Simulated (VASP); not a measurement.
Wanted: the native input for a VASP 6.6.1 run.

```yaml
Task: single point
Functional: PBE
Potentials_or_basis: VASP PAW PBE potentials, release 64 (Mo_sv, C_h, O_h)
Cutoff: 1000 eV
k_mesh: 6 × 6 × 1
Occupations: gaussian, width 0.1 eV
Spin: no spin polarisation
Dipole_correction: yes
Further_INCAR_settings: ALGO = Normal; EDIFF = 1e-06; NBANDS = 57; NELMDL = -8
```

The structure of Mo6CO lies in POSCAR:

```
Mo6CO
1.0
    4.4695765303      0.0000000000      0.0000000000
   -2.2347882651      3.8707668194      0.0000000000
    0.0000000000      0.0000000000     22.2595667262
Mo C O
6 1 1
Direct
    0.6666666667      0.3333333333      0.1796980170
    0.3333333333      0.6666666667      0.2206848206
    0.0000000000      0.0000000000      0.2616716241
    0.6666666667      0.3333333333      0.2990464568
    0.3333333333      0.6666666667      0.3355219825
    0.0000000000      0.0000000000      0.3710569405
    0.1666666667      0.3333333333      0.4537180283
    0.2726203322      0.5452406645      0.4905670774
```

One way to write it, as run:

INCAR

```
PREC = Accurate ; ENCUT = 1000
EDIFF = 1E-6 ; ISMEAR = 0
SIGMA = 0.1 ; LREAL = F
LASPH = T ; NELM = 120
ALGO = Normal ; ISIF = 2
LWAVE = F ; LCHARG = F
LDIPOL = T ; IDIPOL = 3
DIPOL = 0.5 0.5 0.326 ; GGA = PE
NBANDS = 57 ; GGA_COMPAT = F
NELMDL = -8
```

KPOINTS

```
Automatic mesh
0
Gamma
  6 6 1
```

Potentials or basis: VASP PAW PBE potentials, release 64 (Mo_sv, C_h, O_h).

The run is started by

```bash
$ cat potpaw_PBE.64/Mo_sv/POTCAR potpaw_PBE.64/C_h/POTCAR potpaw_PBE.64/O_h/POTCAR > POTCAR
$ mpirun -np 1 vasp_std > vasp.out
```

It gave:

The largest force is 2.327 eV/Å and the band gap on the k mesh is 0.02 eV (least direct gap 0.06 eV).

It took 38 min on 1 thread of Intel(R) Xeon(R) Platinum 8488C (Sapphire Rapids) (shared host), peak memory 1.4 GiB.
